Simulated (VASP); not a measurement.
# ScAl3 (Pm-3m) in VASP: notebook

ScAl3 is run at these levels: r2SCAN; tasks: single point.

Program: VASP 6.6.1. These are calculated values, not measurements. Logs are shortened: lines on timing, memory, paths and dates and some standing lists are left out, and cuts for length are marked.

## (1) The cell of the first run

The structure is cubic, space group Pm-3m (No. 221). The conventional cell has a = 4.030 Å, b = 4.030 Å, c = 4.030 Å, α = 90.00°, β = 90.00°, γ = 90.00°. Within 3.8 Å of Sc (site symmetry m-3m) lie 12 Al at 2.85 Å. Within 3.8 Å of Al (site symmetry 4/mmm) lie 4 Sc at 2.85 Å and 8 Al at 2.85 Å.

## (2) Single point, r2SCAN (16.36 Å³/atom)

Input file POSCAR:

```
ScAl3
1.0
    4.0301295011      0.0000000000      0.0000000000
    0.0000000000      4.0301295011      0.0000000000
    0.0000000000      0.0000000000      4.0301295011
Sc Al
1 3
Direct
    0.0000000000      0.0000000000      0.0000000000
    0.5000000000      0.0000000000      0.5000000000
    0.0000000000      0.5000000000      0.5000000000
    0.5000000000      0.5000000000      0.0000000000
```

Input file INCAR.step1:

```
PREC     = Accurate       # precision mode
ENCUT    = 520            # plane-wave cutoff, eV
ISMEAR   = 0              # smearing method
SIGMA    = 0.05           # smearing width, eV
LREAL    = False          # projectors in reciprocal space
LASPH    = True           # aspherical terms in the spheres
NELM     = 60             # most SCF steps
NBANDS   = 18             # bands
GGA      = PE             # functional
ALGO     = Normal         # electronic algorithm
EDIFF    = 1E-4           # SCF threshold, eV
LWAVE    = True           # write WAVECAR
LCHARG   = False          # write CHGCAR
```

Input file INCAR.step2:

```
PREC     = Accurate       # precision mode
ENCUT    = 520            # plane-wave cutoff, eV
EDIFF    = 1E-6           # SCF threshold, eV
ISMEAR   = 0              # smearing method
SIGMA    = 0.05           # smearing width, eV
LREAL    = False          # projectors in reciprocal space
LASPH    = True           # aspherical terms in the spheres
NELM     = 60             # most SCF steps
ALGO     = Normal         # electronic algorithm
ISIF     = 2              # what is computed and relaxed
LWAVE    = False          # write WAVECAR
LCHARG   = False          # write CHGCAR
METAGGA  = R2SCAN         # meta-GGA
LMIXTAU  = True         
NBANDS   = 18             # bands
ISTART   = 1
```

Input file KPOINTS:

```
Automatic mesh
0
Gamma
  10 10 10
```

Potentials or basis: VASP PAW PBE potentials, release 64 (Sc_sv, Al).

Run with:

```console
cat potpaw_PBE.64/Sc_sv/POTCAR potpaw_PBE.64/Al/POTCAR > POTCAR
cp INCAR.step1 INCAR
mpirun -np 1 vasp_std > vasp.out
cp INCAR.step2 INCAR
mpirun -np 1 vasp_std > vasp.out
```

OUTCAR:

```text
PREC = Accurate
   ENCUT = 520
   EDIFF = 1E-6
   ISMEAR = 0
   LREAL = False
   LASPH = True
   NELM = 60
   ISIF = 2
   METAGGA = R2SCAN
   ISTART = 1

 ion  position               nearest neighbor table
   1  0.000  0.000  0.000-   2 2.85   3 2.85   4 2.85   2 2.85   3 2.85   3 2.85   4 2.85   3 2.85
                             2 2.85   4 2.85   2 2.85   4 2.85
   2  0.500  0.000  0.500-   1 2.85   3 2.85   4 2.85   1 2.85   4 2.85   3 2.85   4 2.85   4 2.85
                             1 2.85   3 2.85   1 2.85   3 2.85
   3  0.000  0.500  0.500-   1 2.85   2 2.85   4 2.85   1 2.85   4 2.85   1 2.85   2 2.85   1 2.85
                             2 2.85   4 2.85   4 2.85   2 2.85
   4  0.500  0.500  0.000-   1 2.85   2 2.85   3 2.85   2 2.85   3 2.85   1 2.85   2 2.85   2 2.85
                             1 2.85   3 2.85   3 2.85   1 2.85

  LATTYP: Found a simple cubic cell.
 ALAT       =     4.0301295011

  Lattice vectors:

 A1 = (   4.0301295011,   0.0000000000,   0.0000000000)
 A2 = (   0.0000000000,   4.0301295011,   0.0000000000)
 A3 = (   0.0000000000,   0.0000000000,   4.0301295011)

Analysis of symmetry for initial positions (statically):
=====================================================================
 Subroutine PRICEL returns:
 Original cell was already a primitive cell.

 Routine SETGRP: Setting up the symmetry group for a
 simple cubic supercell.

 Subroutine GETGRP returns: Found 48 space group operations
 (whereof 48 operations were pure point group operations)
 out of a pool of 48 trial point group operations.

The static configuration has the point symmetry O_h .

Analysis of symmetry for dynamics (positions and initial velocities):
=====================================================================
 Subroutine PRICEL returns:
 Original cell was already a primitive cell.

 Routine SETGRP: Setting up the symmetry group for a
 simple cubic supercell.

 Subroutine GETGRP returns: Found 48 space group operations
 (whereof 48 operations were pure point group operations)
 out of a pool of 48 trial point group operations.

The dynamic configuration has the point symmetry O_h .

 Subroutine INISYM returns: Found 48 space group operations
 (whereof 48 operations are pure point group operations),
 and found     1 'primitive' translations

----------------------------------------------------------------------------------------

                                     Primitive cell

  volume of cell :      65.4571

  direct lattice vectors                    reciprocal lattice vectors
     4.030129501  0.000000000  0.000000000     0.248130984  0.000000000  0.000000000
     0.000000000  4.030129501  0.000000000     0.000000000  0.248130984  0.000000000
     0.000000000  0.000000000  4.030129501     0.000000000  0.000000000  0.248130984

  length of vectors
     4.030129501  4.030129501  4.030129501     0.248130984  0.248130984  0.248130984

  position of ions in fractional coordinates (direct lattice)
     0.000000000  0.000000000  0.000000000
     0.500000000  0.000000000  0.500000000
     0.000000000  0.500000000  0.500000000
     0.500000000  0.500000000  0.000000000

  ion indices of the primitive-cell ions
   primitive index   ion index
                 1           1
                 2           2
                 3           3
                 4           4

----------------------------------------------------------------------------------------

 KPOINTS: Automatic mesh

Automatic generation of k-mesh.
 Grid dimensions read from file:
 generate k-points for:   10   10   10

 Generating k-lattice:

  Cartesian coordinates                     Fractional coordinates (reciprocal lattice)
     0.024813098  0.000000000  0.000000000     0.100000000  0.000000000  0.000000000
     0.000000000  0.024813098  0.000000000     0.000000000  0.100000000  0.000000000
     0.000000000  0.000000000  0.024813098     0.000000000  0.000000000  0.100000000

  Length of vectors
     0.024813098  0.024813098  0.024813098

  Shift w.r.t. Gamma in fractional coordinates (k-lattice)
     0.000000000  0.000000000  0.000000000

 Subroutine IBZKPT returns following result:
 ===========================================

 Found     56 irreducible k-points:

 Following reciprocal coordinates:
            Coordinates               Weight
  0.000000  0.000000  0.000000      1.000000
  0.100000  0.000000  0.000000      6.000000
  0.200000  0.000000  0.000000      6.000000
  0.300000  0.000000  0.000000      6.000000
  0.400000  0.000000  0.000000      6.000000
  0.500000  0.000000  0.000000      3.000000
[... 16 lines left out ...]
  0.200000  0.100000  0.100000     24.000000
  0.300000  0.100000  0.100000     24.000000
 [... further k-points ...]
   k-points           NKPTS =     56   k-points in BZ     NKDIM =     56   number of bands    NBANDS=     18
   number of dos      NEDOS =    301   number of ions     NIONS =      4
   total plane-waves  NPLWV =  27000
   dimension x,y,z NGX =    30 NGY =   30 NGZ =   30
   dimension x,y,z NGXF=    60 NGYF=   60 NGZF=   60
   ions per type =               1   3
   NGX,Y,Z   is equivalent  to a cutoff of  12.38, 12.38, 12.38 a.u.
   NGXF,Y,Z  is equivalent  to a cutoff of  24.75, 24.75, 24.75 a.u.
 SYSTEM =  unknown system
   PREC   = accura    normal or accurate (medium, high low for compatibility)
   ISTART =      1    job   : 0-new  1-cont  2-samecut
   ICHARG =      0    charge: 1-file 2-atom 10-const
   ISPIN  =      1    spin polarized calculation?
   LNONCOLLINEAR =      F non collinear calculations
   LSORBIT =      F    spin-orbit coupling
   LASPH  =      T    aspherical Exc in radial PAW
   ENCUT  =  520.0 eV  38.22 Ry    6.18 a.u.   7.49  7.49  7.49*2*pi/ulx,y,z
   NELM   =     60;   NELMIN=  2; NELMDL=  0     # of ELM steps
   EDIFF  = 0.1E-05   stopping-criterion for ELM
   LREAL  =      F    real-space projection
   EDIFFG = 0.1E-04   stopping-criterion for IOM
   NSW    =      0    number of steps for IOM
   IBRION =     -1    ionic relax: 0-MD 1-quasi-New 2-CG
   NFREE  =      0    steps in history (QN), initial steepest desc. (CG)
   ISIF   =      2    stress and relaxation
   ISYM   =      2    0-nonsym 1-usesym 2-fastsym
   POTIM  = 0.5000    time-step for ionic-motion
   TEBEG  =    0.0;   TEEND  =   0.0 temperature during run
   PSTRESS=    0.0 pullay stress
   NELECT =      20.0000    total number of electrons
   NUPDOWN=      -1.0000    fix difference up-down
   EMIN   =  10.00;   EMAX   =-10.00  energy-range for DOS
   EFERMI =   0.00;   METHOD = LEGACY
   ISMEAR =     0;   SIGMA  =   0.05  broadening in eV -4-tet -1-fermi 0-gaus
   EFERMI_NEDOS =   21; number of points for ismear=-14 and -15
   IALGO  =     38    algorithm
   IMIX   =      4    mixing-type and parameters
     AMIX     =   0.40;   BMIX     =  1.00
     AMIX_MAG =   1.60;   BMIX_MAG =  1.00
  volume/ion in A,a.u.               =      16.36       110.43
  Fermi-wavevector in a.u.,A,eV,Ry     =   1.102637  2.083681 16.542072  1.215808
  Thomas-Fermi vector in A             =   2.239083
   LORBIT       =      0    0 simple, 1 ext, 2 COOP (PROOUT), +10 PAW based schemes
   METAGGA = R2SCAN    functional components
   LHFCALC =     F    Hartree Fock is set to
   AEXX    =    0.0000 exact exchange contribution
   IVDW    =     0    specifies the selected vdW correction
   LEPSILON=     F    determine dielectric tensor
   LRPA    =     F    only Hartree local field effects (RPA)
 non-spin polarized calculation
 Gauss-broadening in eV      SIGMA  =   0.05
  energy-cutoff  :      520.00
  volume of cell :       65.46
 maximum number of plane-waves:      1791
 NGX is ok and might be reduce to    30
   NGX = 15   NGY = 15   NGZ = 15

 number of electron      20.0000004 magnetization

 Free energy of the ion-electron system (eV)
  ---------------------------------------------------
  ext. energy  EPLUGINS =         0.00000000
  ---------------------------------------------------
  free energy    TOTEN  =       -33.47503277 eV

  energy without entropy =      -33.47388878  energy(sigma->0) =      -33.47446078

 E-fermi :   7.7186     XC(G=0): -11.3005

 val. band max:        7.7096443566   @ k =   0.3000   0.0000   0.0000
 cond. band min:       7.7530988361   @ k =   0.5000   0.3000   0.2000
 fundamental gap:      0.0434544794
 Fermi energy:         7.7186465163

 k-point     1 :       0.0000    0.0000    0.0000
  band No.  band energies     occupation
      1     -43.2220      2.00000
      2     -20.9788      2.00000
      3     -20.9788      2.00000
      4     -20.9788      2.00000
      5      -3.1786      2.00000
      6       4.9237      2.00000
[... 10 lines left out ...]
     17      13.5262      0.00000
     18      13.5262      0.00000

 k-point     2 :       0.1000    0.0000    0.0000
  band No.  band energies     occupation
      1     -43.2219      2.00000
      2     -20.9830      2.00000
      3     -20.9785      2.00000
      4     -20.9785      2.00000
      5      -3.0775      2.00000
      6       4.0401      2.00000
[... 10 lines left out ...]
     17      13.6080      0.00000
     18      13.6080      0.00000

 k-point     3 :       0.2000    0.0000    0.0000
  band No.  band energies     occupation
      1     -43.2214      2.00000
      2     -20.9938      2.00000
      3     -20.9776      2.00000
      4     -20.9776      2.00000
      5      -2.7778      2.00000
      6       2.7796      2.00000
[... 10 lines left out ...]
     17      13.4566      0.00000
     18      13.8334      0.00000

 k-point     4 :       0.3000    0.0000    0.0000
  band No.  band energies     occupation
      1     -43.2209      2.00000
      2     -21.0072      2.00000
      3     -20.9766      2.00000
      4     -20.9766      2.00000
      5      -2.2906      2.00000
      6       1.5435      2.00000
[... 375 lines left out ...]
      4     -20.9820      2.00000
      5      -2.8774      2.00000
      6       4.0296      2.00000
[... 10 lines left out ...]
     17      13.7735      0.00000
     18      13.8249      0.00000

 k-point    23 :       0.2000    0.1000    0.1000
  band No.  band energies     occupation
      1     -43.2211      2.00000
      2     -20.9930      2.00000
      3     -20.9816      2.00000
      4     -20.9811      2.00000
      5      -2.5815      2.00000
      6       2.9242      2.00000
[... 10 lines left out ...]
     17      13.2959      0.00000
     18      13.6418      0.00000

 k-point    24 :       0.3000    0.1000    0.1000
  band No.  band energies     occupation
      1     -43.2205      2.00000
      2     -21.0062      2.00000
      3     -20.9804      2.00000
      4     -20.9800      2.00000
      5      -2.1011      2.00000
      6       1.7104      2.00000
[... 10 lines left out ...]
     17      13.0196      0.00000
     18      13.9256      0.00000

 [... further k-points ...]

------------------------ aborting loop because EDIFF is reached ----------------------------------------

  FORCE on cell =-STRESS in cart. coord.  units (eV):
  Direction    XX          YY          ZZ          XY          YZ          ZX
  --------------------------------------------------------------------------------------
  -------------------------------------------------------------------------------------
  Total        1.7030476      1.7030476      1.7030476      0.0000000      0.0000000      0.0000000
  in kB       41.6850547     41.6850547     41.6850547      0.0000000      0.0000000      0.0000000
  external PRESSURE =      41.6850547 kB  Pullay stress =       0.0000000 kB

 VOLUME and BASIS-vectors are now :
 -----------------------------------------------------------------------------
  energy-cutoff  :      520.00
  volume of cell :       65.46
      direct lattice vectors                 reciprocal lattice vectors
     4.030129501  0.000000000  0.000000000     0.248130984  0.000000000  0.000000000
     0.000000000  4.030129501  0.000000000     0.000000000  0.248130984  0.000000000
     0.000000000  0.000000000  4.030129501     0.000000000  0.000000000  0.248130984

 POSITION                                       TOTAL-FORCE (eV/Angst)
 -----------------------------------------------------------------------------------
      0.00000      0.00000      0.00000         0.000000      0.000000      0.000000
      2.01506      0.00000      2.01506         0.000000      0.000000      0.000000
      0.00000      2.01506      2.01506         0.000000      0.000000      0.000000
      2.01506      2.01506      0.00000         0.000000      0.000000      0.000000
 -----------------------------------------------------------------------------------
    total drift:                                0.000000     -0.000000      0.000000

  FREE ENERGIE OF THE ION-ELECTRON SYSTEM (eV)
  ---------------------------------------------------
  free  energy   TOTEN  =       -33.4750327740 eV

  energy  without entropy=      -33.4738887803  energy(sigma->0) =      -33.47446078
```

It took 4.4 min on 1 thread of Intel Xeon Platinum 8259CL at 2.50GHz (Skylake/Cascade Lake), shared host; peak memory 0.21 GiB.

What came out:

| Property | Result |
| --- | --- |
| Free energy | -33.4750 eV |
| Pressure | 4.2 GPa |
| Band gap on the k mesh | zero (bands 10 and 11 overlap by 4.36 eV) |

Caveat: the cell stands under pressure; the PAW data sets were made with another functional, which shifts forces and pressure a little.

[end of part 1 of 3]

The gap in the log of VASP goes by the Fermi energy; the results here count the filled bands.